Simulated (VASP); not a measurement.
# Mg (Im-3m) in VASP: further runs, part 2 of 2

VASP 6.6.1. Earlier steps stand in the parts before.

### 3 Relaxation of cell and atoms, PBE, target pressure 24 GPa, at which the enthalpy is minimised

This run uses another cell than the first one, of 16.38 Å³/atom.

Contents of INCAR:

```
SYSTEM = Mg
PREC     = Accurate       ! precision mode
ENCUT    = 600            ! plane-wave cutoff, eV
EDIFF    = 1E-7           ! SCF threshold, eV
ISMEAR   = -1             ! smearing method
SIGMA    = 0.1            ! smearing width, eV
LREAL    = .False.        ! projectors in reciprocal space
LASPH    = .True.         ! aspherical terms in the spheres
NELM     = 120            ! most SCF steps
ALGO     = Normal         ! electronic algorithm
ISIF     = 3              ! what is computed and relaxed
LWAVE    = .False.        ! write WAVECAR
LCHARG   = .False.        ! write CHGCAR
GGA      = PE             ! functional
IBRION   = 2              ! ionic algorithm
NSW      = 60             ! ionic steps
EDIFFG   = -0.005         ! ionic threshold
PSTRESS  = 240.0        
GGA_COMPAT= .False.      
NELMIN   = 4
```

Contents of KPOINTS:

```
Automatic mesh
0
Gamma
  17 17 17
  0 0 0
```

Contents of POSCAR:

```
Mg
1.0
   -1.5998838555      1.5998838555      1.5998838555
    1.5998838555     -1.5998838555      1.5998838555
    1.5998838555      1.5998838555     -1.5998838555
Mg
1
Direct
    0.0000000000      0.0000000000      0.0000000000
```

Potentials or basis: VASP PAW PBE potentials, release 64 (Mg).

The run is started by

```console
$ cat potpaw_PBE.64/Mg/POTCAR > POTCAR
$ mpirun -np 1 vasp_std > vasp.out
```

OUTCAR:

```text
SYSTEM = Mg
   PREC = Accurate
   ENCUT = 600
   EDIFF = 1E-7
   ISMEAR = -1
   LREAL = .False.
   LASPH = .True.
   NELM = 120
   ISIF = 3
   GGA = PE
   IBRION = 2
   NSW = 60
   EDIFFG = -0.005
   PSTRESS = 240.0
   NELMIN = 4

 ion  position               nearest neighbor table
   1  0.000  0.000  0.000-

  LATTYP: Found a body centered cubic cell.
 ALAT       =     3.1997677110

  Lattice vectors:

 A1 = (  -1.5998838555,   1.5998838555,   1.5998838555)
 A2 = (   1.5998838555,  -1.5998838555,   1.5998838555)
 A3 = (   1.5998838555,   1.5998838555,  -1.5998838555)

Analysis of symmetry for initial positions (statically):
=====================================================================
 Subroutine PRICEL returns:
 Original cell was already a primitive cell.

 Routine SETGRP: Setting up the symmetry group for a
 body centered cubic supercell.

 Subroutine GETGRP returns: Found 48 space group operations
 (whereof 48 operations were pure point group operations)
 out of a pool of 48 trial point group operations.

The static configuration has the point symmetry O_h .

Analysis of symmetry for dynamics (positions and initial velocities):
=====================================================================
 Subroutine PRICEL returns:
 Original cell was already a primitive cell.

 Routine SETGRP: Setting up the symmetry group for a
 body centered cubic supercell.

 Subroutine GETGRP returns: Found 48 space group operations
 (whereof 48 operations were pure point group operations)
 out of a pool of 48 trial point group operations.

The dynamic configuration has the point symmetry O_h .

 Subroutine INISYM returns: Found 48 space group operations
 (whereof 48 operations are pure point group operations),
 and found     1 'primitive' translations

----------------------------------------------------------------------------------------

                                     Primitive cell

  volume of cell :      16.3804

  direct lattice vectors                    reciprocal lattice vectors
    -1.599883855  1.599883855  1.599883855     0.000000000  0.312522686  0.312522686
     1.599883855 -1.599883855  1.599883855     0.312522686  0.000000000  0.312522686
     1.599883855  1.599883855 -1.599883855     0.312522686  0.312522686  0.000000000

  length of vectors
     2.771080124  2.771080124  2.771080124     0.441973821  0.441973821  0.441973821

  position of ions in fractional coordinates (direct lattice)
     0.000000000  0.000000000  0.000000000

  ion indices of the primitive-cell ions
   primitive index   ion index
                 1           1

----------------------------------------------------------------------------------------

 KPOINTS: Automatic mesh

Automatic generation of k-mesh.
 Grid dimensions read from file:
 generate k-points for:   17   17   17

 Generating k-lattice:

  Cartesian coordinates                     Fractional coordinates (reciprocal lattice)
     0.000000000  0.018383687  0.018383687     0.058823529  0.000000000  0.000000000
     0.018383687  0.000000000  0.018383687     0.000000000  0.058823529  0.000000000
     0.018383687  0.018383687  0.000000000     0.000000000  0.000000000  0.058823529

  Length of vectors
     0.025998460  0.025998460  0.025998460

  Shift w.r.t. Gamma in fractional coordinates (k-lattice)
     0.000000000  0.000000000  0.000000000

 Subroutine IBZKPT returns following result:
 ===========================================

 Found    165 irreducible k-points:

 Following reciprocal coordinates:
            Coordinates               Weight
  0.000000  0.000000  0.000000      1.000000
  0.058824  0.000000  0.000000     12.000000
  0.117647  0.000000  0.000000     12.000000
  0.176471  0.000000  0.000000     12.000000
  0.235294  0.000000  0.000000     12.000000
  0.294118  0.000000  0.000000     12.000000
[... 16 lines left out ...]
  0.411765  0.117647  0.000000     48.000000
  0.176471  0.176471  0.000000     24.000000
 [... further k-points ...]
   k-points           NKPTS =    165   k-points in BZ     NKDIM =    165   number of bands    NBANDS=      5
   number of dos      NEDOS =    301   number of ions     NIONS =      1
   total plane-waves  NPLWV =  13824
   dimension x,y,z NGX =    24 NGY =   24 NGZ =   24
   dimension x,y,z NGXF=    48 NGYF=   48 NGZF=   48
   ions per type =               1
   NGX,Y,Z   is equivalent  to a cutoff of  14.40, 14.40, 14.40 a.u.
   NGXF,Y,Z  is equivalent  to a cutoff of  28.80, 28.80, 28.80 a.u.
 SYSTEM =  Mg
   PREC   = accura    normal or accurate (medium, high low for compatibility)
   ISTART =      0    job   : 0-new  1-cont  2-samecut
   ICHARG =      2    charge: 1-file 2-atom 10-const
   ISPIN  =      1    spin polarized calculation?
   LNONCOLLINEAR =      F non collinear calculations
   LSORBIT =      F    spin-orbit coupling
   LASPH  =      T    aspherical Exc in radial PAW
   ENCUT  =  600.0 eV  44.10 Ry    6.64 a.u.   5.53  5.53  5.53*2*pi/ulx,y,z
   NELM   =    120;   NELMIN=  4; NELMDL= -5     # of ELM steps
   EDIFF  = 0.1E-06   stopping-criterion for ELM
   LREAL  =      F    real-space projection
   EDIFFG = -.5E-02   stopping-criterion for IOM
   NSW    =     60    number of steps for IOM
   IBRION =      2    ionic relax: 0-MD 1-quasi-New 2-CG
   NFREE  =      1    steps in history (QN), initial steepest desc. (CG)
   ISIF   =      3    stress and relaxation
   ISYM   =      2    0-nonsym 1-usesym 2-fastsym
   POTIM  = 0.5000    time-step for ionic-motion
   TEBEG  =    0.0;   TEEND  =   0.0 temperature during run
   PSTRESS=  240.0 pullay stress
   NELECT =       2.0000    total number of electrons
   NUPDOWN=      -1.0000    fix difference up-down
   EMIN   =  10.00;   EMAX   =-10.00  energy-range for DOS
   EFERMI =   0.00;   METHOD = LEGACY
   ISMEAR =    -1;   SIGMA  =   0.10  broadening in eV -4-tet -1-fermi 0-gaus
   EFERMI_NEDOS =   21; number of points for ismear=-14 and -15
   IALGO  =     38    algorithm
   IMIX   =      4    mixing-type and parameters
     AMIX     =   0.40;   BMIX     =  1.00
     AMIX_MAG =   1.60;   BMIX_MAG =  1.00
  volume/ion in A,a.u.               =      16.38       110.54
  Fermi-wavevector in a.u.,A,eV,Ry     =   0.812163  1.534765  8.974515  0.659608
  Thomas-Fermi vector in A             =   1.921655
   LORBIT       =      0    0 simple, 1 ext, 2 COOP (PROOUT), +10 PAW based schemes
   GGA     = PE    functional components
   LHFCALC =     F    Hartree Fock is set to
   AEXX    =    0.0000 exact exchange contribution
   IVDW    =     0    specifies the selected vdW correction
   LEPSILON=     F    determine dielectric tensor
   LRPA    =     F    only Hartree local field effects (RPA)
 conjugate gradient relaxation of ions
 non-spin polarized calculation
  energy-cutoff  :      600.00
  volume of cell :       16.38
 maximum number of plane-waves:       564
 NGX is ok and might be reduce to    24
   NGX = 11   NGY = 11   NGZ = 11

--------------------------------------- Ionic step        1  -------------------------------------------

 number of electron       2.0000000 magnetization

 Free energy of the ion-electron system (eV)
  ---------------------------------------------------
  ext. energy  EPLUGINS =         0.00000000
  ---------------------------------------------------
  free energy    TOTEN  =        -1.13187152 eV

  energy without entropy =       -1.12126614  energy(sigma->0) =       -1.12656883

------------------------ aborting loop because EDIFF is reached ----------------------------------------

  FORCE on cell =-STRESS in cart. coord.  units (eV):
  Direction    XX          YY          ZZ          XY          YZ          ZX
  --------------------------------------------------------------------------------------
  -------------------------------------------------------------------------------------
  Total        2.3548383      2.3548383      2.3548383      0.0000000      0.0000000     -0.0000000
  in kB      230.3277711    230.3277711    230.3277711      0.0000000      0.0000000     -0.0000000
  external PRESSURE =      -9.6722289 kB  Pullay stress =     240.0000000 kB
[... 61 lines left out ...]
--------------------------------------- Ionic step        3  -------------------------------------------

 number of electron       2.0000000 magnetization

 Free energy of the ion-electron system (eV)
  ---------------------------------------------------
  ext. energy  EPLUGINS =         0.00000000
  ---------------------------------------------------
  free energy    TOTEN  =        -1.11177573 eV

  energy without entropy =       -1.10122910  energy(sigma->0) =       -1.10650241

 E-fermi :   4.7750     XC(G=0):  -9.6362

 val. band max:        4.6867145388   @ k =  -0.4706   0.4706   0.1176
 cond. band min:       4.7801335973   @ k =  -0.4118  -0.4706   0.2353
 fundamental gap:      0.0934190585
 Fermi energy:         4.7750482385

 k-point     1 :       0.0000    0.0000    0.0000
  band No.  band energies     occupation
      1      -3.8279      2.00000
      2      20.3025      0.00000
      3      20.3025      0.00000
      4      20.3025      0.00000
      5      22.7110      0.00000
[... 177 lines left out ...]
 k-point    24 :       0.1765    0.1765    0.0000
  band No.  band energies     occupation
      1      -1.1055      2.00000
      2      10.9386      0.00000
      3      12.4270      0.00000
      4      17.0926      0.00000
      5      20.4161      0.00000

 [... further k-points ...]
[... 5 lines left out ...]
  --------------------------------------------------------------------------------------
  -------------------------------------------------------------------------------------
  Total        2.4337462      2.4337462      2.4337462     -0.0000000     -0.0000000      0.0000000
  in kB      240.0525640    240.0525640    240.0525640     -0.0000000     -0.0000000      0.0000000
  external PRESSURE =       0.0525640 kB  Pullay stress =     240.0000000 kB
[... 20 lines left out ...]
  energy  without entropy=       -1.1012290961  energy(sigma->0) =       -1.10650241

  enthalpy is  TOTEN    =         1.3214375902 eV   P V=        2.4332133185

 reached required accuracy - stopping structural energy minimisation
```

Run time: 8.3 s. Hardware: 1 thread of Intel Xeon 6975P-C (Granite Rapids), shared host; peak memory 0.15 GiB.

What came out:

- Free energy: -1.1118 eV
- Relaxed volume: 16.24 Å³/atom
- Relaxed cell: a = 2.763 Å, b = 2.763 Å, c = 2.763 Å, α = 109.47°, β = 109.47°, γ = 109.47°
- Space group after relaxing (to 0.1 Å): Im-3m (No. 229)
- Energy change on relaxing (the run minimises the enthalpy): +20.1 meV/atom
- Ionic steps: 3
- Pressure after relaxing: 24.0 GPa
- Band gap on the k mesh: zero (bands 1 and 2 overlap by 4.00 eV)

The path:
```csv
step,energy change (eV),largest force (eV/Å),pressure (GPa),volume (Å³)
1,0.0000,0.0000,23.03,16.38
2,0.0347,0.0000,24.71,16.15
3,0.0201,0.0000,24.01,16.24
```

Final structure:
```
Mg
1.0
    -1.59541    1.59541    1.59541
     1.59541   -1.59541    1.59541
     1.59541    1.59541   -1.59541
Mg
1
Direct
  0.00000 0.00000 0.00000
```

Caveat: the cell is relaxed towards a set pressure, so the run minimises the enthalpy, not the energy.
